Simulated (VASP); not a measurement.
# WSe2 in VASP: notebook

The runs below take WSe2 through single point, relaxation of cell and atoms, with LDA.

Program: VASP 6.6.1. These are calculated values, not measurements. Logs are shortened: lines on timing, memory, paths and dates and some standing lists are left out, and cuts for length are marked.

### 1 The cell of the first run

The cell holds a slab with vacuum, 3 atoms: a = 3.247 Å, b = 3.247 Å, c = 16.629 Å, α = 90.00°, β = 90.00°, γ = 120.00°.

### 2 Single point, LDA

INCAR reads:

```
SYSTEM = WSe2
  PREC = Accurate
  ENCUT = 520
  EDIFF = 1E-6
  ISMEAR = 0
  SIGMA = 0.02
  LREAL = .False.
  LASPH = .True.
  NELM = 80
  ALGO = Normal
  ISIF = 2
  LWAVE = .False.
  LCHARG = .False.
  GGA = CA
  NBANDS = 20
```

KPOINTS reads:

```
regular mesh
0
Gamma
  12 12 2
  0 0 0
```

POSCAR reads:

```
WSe2
1.0
    3.2472816480      0.0000000000      0.0000000000
   -1.6236408240      2.8122284004      0.0000000000
    0.0000000000      0.0000000000     16.6292486159
Se W
2 1
Direct
    0.3333333333      0.6666666667      0.8998792587
    0.3333333333      0.6666666667      0.1001207413
    0.0000000000      0.0000000000      0.0000000000
```

Potentials or basis: VASP PAW LDA potentials, release 64 (Se, W_sv).

Command:

```sh
$ cat potpaw_LDA.64/Se/POTCAR potpaw_LDA.64/W_sv/POTCAR > POTCAR
$ mpirun -np 1 vasp_std > vasp.out
```

OUTCAR:

```text
SYSTEM = WSe2
   PREC = Accurate
   ENCUT = 520
   EDIFF = 1E-6
   ISMEAR = 0
   LREAL = .False.
   LASPH = .True.
   NELM = 80
   ISIF = 2
   GGA = CA

 ion  position               nearest neighbor table
   1  0.333  0.667  0.900-   3 2.51   3 2.51   3 2.51
   2  0.333  0.667  0.100-   3 2.51   3 2.51   3 2.51
   3  0.000  0.000  0.000-   1 2.51   2 2.51   1 2.51   2 2.51   1 2.51   2 2.51

  LATTYP: Found a hexagonal cell.
 ALAT       =     3.2472816480
 C/A-ratio  =     5.1209751474

  Lattice vectors:

 A1 = (   3.2472816480,   0.0000000000,   0.0000000000)
 A2 = (  -1.6236408240,   2.8122284004,   0.0000000000)
 A3 = (   0.0000000000,   0.0000000000,  16.6292486159)

Analysis of symmetry for initial positions (statically):
=====================================================================
 Subroutine PRICEL returns:
 Original cell was already a primitive cell.

 Routine SETGRP: Setting up the symmetry group for a
 hexagonal supercell.

 Subroutine GETGRP returns: Found 12 space group operations
 (whereof 12 operations were pure point group operations)
 out of a pool of 24 trial point group operations.

The static configuration has the point symmetry D_3h.

Analysis of symmetry for dynamics (positions and initial velocities):
=====================================================================
 Subroutine PRICEL returns:
 Original cell was already a primitive cell.

 Routine SETGRP: Setting up the symmetry group for a
 hexagonal supercell.

 Subroutine GETGRP returns: Found 12 space group operations
 (whereof 12 operations were pure point group operations)
 out of a pool of 24 trial point group operations.

The dynamic configuration has the point symmetry D_3h.

 Subroutine INISYM returns: Found 12 space group operations
 (whereof 12 operations are pure point group operations),
 and found     1 'primitive' translations

----------------------------------------------------------------------------------------

                                     Primitive cell

  volume of cell :     151.8599

  direct lattice vectors                    reciprocal lattice vectors
     3.247281648  0.000000000  0.000000000     0.307949882  0.177794947  0.000000000
    -1.623640824  2.812228400  0.000000000     0.000000000  0.355589894  0.000000000
     0.000000000  0.000000000 16.629248616     0.000000000  0.000000000  0.060135008

  length of vectors
     3.247281648  3.247281648 16.629248616     0.355589894  0.355589894  0.060135008

  position of ions in fractional coordinates (direct lattice)
     0.333333333  0.666666667  0.899879259
     0.333333333  0.666666667  0.100120741
     0.000000000  0.000000000  0.000000000

  ion indices of the primitive-cell ions
   primitive index   ion index
                 1           1
                 2           2
                 3           3

----------------------------------------------------------------------------------------

 KPOINTS: regular mesh

Automatic generation of k-mesh.
 Grid dimensions read from file:
 generate k-points for:   12   12    2

 Generating k-lattice:

  Cartesian coordinates                     Fractional coordinates (reciprocal lattice)
     0.025662490  0.014816246  0.000000000     0.083333333  0.000000000  0.000000000
     0.000000000  0.029632491  0.000000000     0.000000000  0.083333333  0.000000000
     0.000000000  0.000000000  0.030067504     0.000000000  0.000000000  0.500000000

  Length of vectors
     0.029632491  0.029632491  0.030067504

  Shift w.r.t. Gamma in fractional coordinates (k-lattice)
     0.000000000  0.000000000  0.000000000

 Subroutine IBZKPT returns following result:
 ===========================================

 Found     38 irreducible k-points:

 Following reciprocal coordinates:
            Coordinates               Weight
  0.000000  0.000000  0.000000      1.000000
  0.083333  0.000000  0.000000      6.000000
  0.166667  0.000000  0.000000      6.000000
  0.250000  0.000000  0.000000      6.000000
  0.333333  0.000000  0.000000      6.000000
  0.416667  0.000000  0.000000      6.000000
[... 16 lines left out ...]
  0.250000  0.000000  0.500000      6.000000
  0.333333  0.000000  0.500000      6.000000
 [... further k-points ...]
   k-points           NKPTS =     38   k-points in BZ     NKDIM =     38   number of bands    NBANDS=     20
   number of dos      NEDOS =    301   number of ions     NIONS =      3
   total plane-waves  NPLWV =  72576
   dimension x,y,z NGX =    24 NGY =   24 NGZ =  126
   dimension x,y,z NGXF=    48 NGYF=   48 NGZF=  252
   ions per type =               2   1
   NGX,Y,Z   is equivalent  to a cutoff of  12.29, 12.29, 12.60 a.u.
   NGXF,Y,Z  is equivalent  to a cutoff of  24.57, 24.57, 25.19 a.u.
 SYSTEM =  WSe2
   PREC   = accura    normal or accurate (medium, high low for compatibility)
   ISTART =      0    job   : 0-new  1-cont  2-samecut
   ICHARG =      2    charge: 1-file 2-atom 10-const
   ISPIN  =      1    spin polarized calculation?
   LNONCOLLINEAR =      F non collinear calculations
   LSORBIT =      F    spin-orbit coupling
   LASPH  =      T    aspherical Exc in radial PAW
   ENCUT  =  520.0 eV  38.22 Ry    6.18 a.u.   6.04  6.04 30.92*2*pi/ulx,y,z
   NELM   =     80;   NELMIN=  2; NELMDL= -5     # of ELM steps
   EDIFF  = 0.1E-05   stopping-criterion for ELM
   LREAL  =      F    real-space projection
   EDIFFG = 0.1E-04   stopping-criterion for IOM
   NSW    =      0    number of steps for IOM
   IBRION =     -1    ionic relax: 0-MD 1-quasi-New 2-CG
   NFREE  =      0    steps in history (QN), initial steepest desc. (CG)
   ISIF   =      2    stress and relaxation
   ISYM   =      2    0-nonsym 1-usesym 2-fastsym
   POTIM  = 0.5000    time-step for ionic-motion
   TEBEG  =    0.0;   TEEND  =   0.0 temperature during run
   PSTRESS=    0.0 pullay stress
   NELECT =      26.0000    total number of electrons
   NUPDOWN=      -1.0000    fix difference up-down
   EMIN   =  10.00;   EMAX   =-10.00  energy-range for DOS
   EFERMI =   0.00;   METHOD = LEGACY
   ISMEAR =     0;   SIGMA  =   0.02  broadening in eV -4-tet -1-fermi 0-gaus
   EFERMI_NEDOS =   21; number of points for ismear=-14 and -15
   IALGO  =     38    algorithm
   IMIX   =      4    mixing-type and parameters
     AMIX     =   0.40;   BMIX     =  1.00
     AMIX_MAG =   1.60;   BMIX_MAG =  1.00
  volume/ion in A,a.u.               =      50.62       341.60
  Fermi-wavevector in a.u.,A,eV,Ry     =   0.909044  1.717844 11.243323  0.826361
  Thomas-Fermi vector in A             =   2.033042
   LORBIT       =      0    0 simple, 1 ext, 2 COOP (PROOUT), +10 PAW based schemes
   GGA     = CA    functional components
   LHFCALC =     F    Hartree Fock is set to
   AEXX    =    0.0000 exact exchange contribution
   IVDW    =     0    specifies the selected vdW correction
   LEPSILON=     F    determine dielectric tensor
   LRPA    =     F    only Hartree local field effects (RPA)
 non-spin polarized calculation
 Gauss-broadening in eV      SIGMA  =   0.02
  energy-cutoff  :      520.00
  volume of cell :      151.86
 maximum number of plane-waves:      4140
   NGX = 13   NGY = 13   NGZ = 61

 number of electron      25.9999999 magnetization

 Free energy of the ion-electron system (eV)
  ---------------------------------------------------
  ext. energy  EPLUGINS =         0.00000000
  ---------------------------------------------------
  free energy    TOTEN  =       -24.12393487 eV

  energy without entropy =      -24.12393487  energy(sigma->0) =      -24.12393487

 E-fermi :  -0.6358     XC(G=0):  -4.9648

 val. band max:       -0.8583496327   @ k =   0.3333   0.3333   0.0000
 cond. band min:       0.8387761230   @ k =   0.1667   0.1667   0.0000
 fundamental gap:      1.6971257556
 Fermi energy:        -0.6358274790

 k-point     1 :       0.0000    0.0000    0.0000
  band No.  band energies     occupation
      1     -74.3352      2.00000
      2     -38.8866      2.00000
      3     -38.7079      2.00000
      4     -38.7079      2.00000
      5     -15.8313      2.00000
      6     -14.4965      2.00000
[... 12 lines left out ...]
     19       4.2538      0.00000
     20       4.6287      0.00000

 k-point     2 :       0.0833    0.0000    0.0000
  band No.  band energies     occupation
      1     -74.3343      2.00000
      2     -38.8829      2.00000
      3     -38.7268      2.00000
      4     -38.7123      2.00000
      5     -15.7199      2.00000
      6     -14.4418      2.00000
[... 12 lines left out ...]
     19       4.3992      0.00000
     20       5.0089      0.00000

 k-point     3 :       0.1667    0.0000    0.0000
  band No.  band energies     occupation
      1     -74.3319      2.00000
      2     -38.8729      2.00000
      3     -38.7781      2.00000
      4     -38.7243      2.00000
      5     -15.4000      2.00000
      6     -14.2852      2.00000
[... 12 lines left out ...]
     19       4.7995      0.00000
     20       5.6558      0.00000

 k-point     4 :       0.2500    0.0000    0.0000
  band No.  band energies     occupation
      1     -74.3286      2.00000
      2     -38.8592      2.00000
      3     -38.8474      2.00000
      4     -38.7406      2.00000
      5     -14.9176      2.00000
      6     -14.0515      2.00000
[... 12 lines left out ...]
     19       5.3905      0.00000
     20       6.1001      0.00000

 k-point     5 :       0.3333    0.0000    0.0000
  band No.  band energies     occupation
      1     -74.3254      2.00000
      2     -38.9158      2.00000
      3     -38.8455      2.00000
      4     -38.7568      2.00000
      5     -14.3599      2.00000
      6     -13.7886      2.00000
[... 12 lines left out ...]
     19       5.9235      0.00000
     20       5.9728      0.00000

 k-point     6 :       0.4167    0.0000    0.0000
  band No.  band energies     occupation
      1     -74.3230      2.00000
      2     -38.9654      2.00000
      3     -38.8354      2.00000
      4     -38.7687      2.00000
      5     -13.8770      2.00000
      6     -13.5716      2.00000
[... 12 lines left out ...]
     19       6.1259      0.00000
     20       6.1886      0.00000

 k-point     7 :       0.5000    0.0000    0.0000
  band No.  band energies     occupation
      1     -74.3221      2.00000
      2     -38.9834      2.00000
      3     -38.8317      2.00000
      4     -38.7730      2.00000
      5     -13.6766      2.00000
      6     -13.4857      2.00000
[... 12 lines left out ...]
     19       6.2843      0.00000
     20       6.3852      0.00000
[... 277 lines left out ...]
 k-point    20 :       0.0000    0.0000    0.5000
  band No.  band energies     occupation
      1     -74.3352      2.00000
      2     -38.8866      2.00000
      3     -38.7079      2.00000
      4     -38.7079      2.00000
      5     -15.8313      2.00000
      6     -14.4964      2.00000
[... 12 lines left out ...]
     19       4.0222      0.00000
     20       4.9230      0.00000

 k-point    21 :       0.0833    0.0000    0.5000
  band No.  band energies     occupation
      1     -74.3343      2.00000
      2     -38.8829      2.00000
      3     -38.7268      2.00000
      4     -38.7123      2.00000
      5     -15.7199      2.00000
      6     -14.4418      2.00000
[... 12 lines left out ...]
     19       4.1648      0.00000
     20       5.3393      0.00000

 k-point    22 :       0.1667    0.0000    0.5000
  band No.  band energies     occupation
      1     -74.3319      2.00000
      2     -38.8729      2.00000
      3     -38.7781      2.00000
      4     -38.7243      2.00000
      5     -15.4000      2.00000
      6     -14.2852      2.00000
[... 12 lines left out ...]
     19       4.5670      0.00000
     20       6.1061      0.00000

 k-point    23 :       0.2500    0.0000    0.5000
  band No.  band energies     occupation
      1     -74.3287      2.00000
      2     -38.8592      2.00000
      3     -38.8474      2.00000
      4     -38.7406      2.00000
      5     -14.9176      2.00000
      6     -14.0515      2.00000
[... 12 lines left out ...]
     19       5.1867      0.00000
     20       6.6429      0.00000

 k-point    24 :       0.3333    0.0000    0.5000
  band No.  band energies     occupation
      1     -74.3254      2.00000
      2     -38.9158      2.00000
      3     -38.8455      2.00000
      4     -38.7568      2.00000
      5     -14.3599      2.00000
      6     -13.7886      2.00000
[... 12 lines left out ...]
     19       5.8752      0.00000
     20       5.9903      0.00000

 [... further k-points ...]

------------------------ aborting loop because EDIFF is reached ----------------------------------------

  FORCE on cell =-STRESS in cart. coord.  units (eV):
  Direction    XX          YY          ZZ          XY          YZ          ZX
  --------------------------------------------------------------------------------------
  -------------------------------------------------------------------------------------
  Total        0.2580353      0.2580353      0.3319562      0.0000000      0.0000000     -0.0000000
  in kB        2.7223662      2.7223662      3.5022584      0.0000000      0.0000000     -0.0000000
  external PRESSURE =       2.9823303 kB  Pullay stress =       0.0000000 kB

 VOLUME and BASIS-vectors are now :
 -----------------------------------------------------------------------------
  energy-cutoff  :      520.00
  volume of cell :      151.86
      direct lattice vectors                 reciprocal lattice vectors
     3.247281648  0.000000000  0.000000000     0.307949882  0.177794947  0.000000000
    -1.623640824  2.812228400  0.000000000     0.000000000  0.355589894  0.000000000
     0.000000000  0.000000000 16.629248616     0.000000000  0.000000000  0.060135008

 POSITION                                       TOTAL-FORCE (eV/Angst)
 -----------------------------------------------------------------------------------
     -0.00000      1.87482     14.96432         0.000000      0.000000     -0.103189
     -0.00000      1.87482      1.66493        -0.000000     -0.000000      0.103189
      0.00000      0.00000      0.00000        -0.000000      0.000000      0.000000
 -----------------------------------------------------------------------------------
    total drift:                               -0.000000      0.000000     -0.000000

  FREE ENERGIE OF THE ION-ELECTRON SYSTEM (eV)
  ---------------------------------------------------
  free  energy   TOTEN  =       -24.1239348720 eV

  energy  without entropy=      -24.1239348720  energy(sigma->0) =      -24.12393487
```

Run time: 2 min. Hardware: 1 thread of AMD EPYC 9R45 (Zen 5), shared host; peak memory 0.23 GiB.

Results:

```
Free energy            : -24.1239 eV
Largest force          : 0.103 eV/Å
Band gap on the k mesh : 1.70 eV, indirect (least direct gap 1.75 eV)
```

Forces on the atoms (eV/Å):
```
Se   0.000  0.000 -0.103
Se   0.000  0.000  0.103
W    0.000  0.000  0.000
```

Levels at points of the mesh, in eV from the valence-band top:
```tsv
k point	band 10	band 11	band 12	band 13	band 14	band 15	band 16	band 17
(0.00, 0.00, 0.00)	-2.26	-1.16	-1.16	-0.44	3.15	3.15	3.36	3.36
(0.50, 0.00, 0.00)	-3.02	-2.17	-0.99	-0.78	2.59	2.91	3.81	4.56
(0.00, 0.00, 0.50)	-2.26	-1.16	-1.16	-0.44	3.15	3.15	3.36	3.36
(0.50, 0.00, 0.50)	-3.02	-2.17	-0.99	-0.78	2.59	2.91	3.81	4.56
```

Caveat: spin-orbit coupling is left out, which moves the levels of the heavy elements.

[end of part 1 of 2]
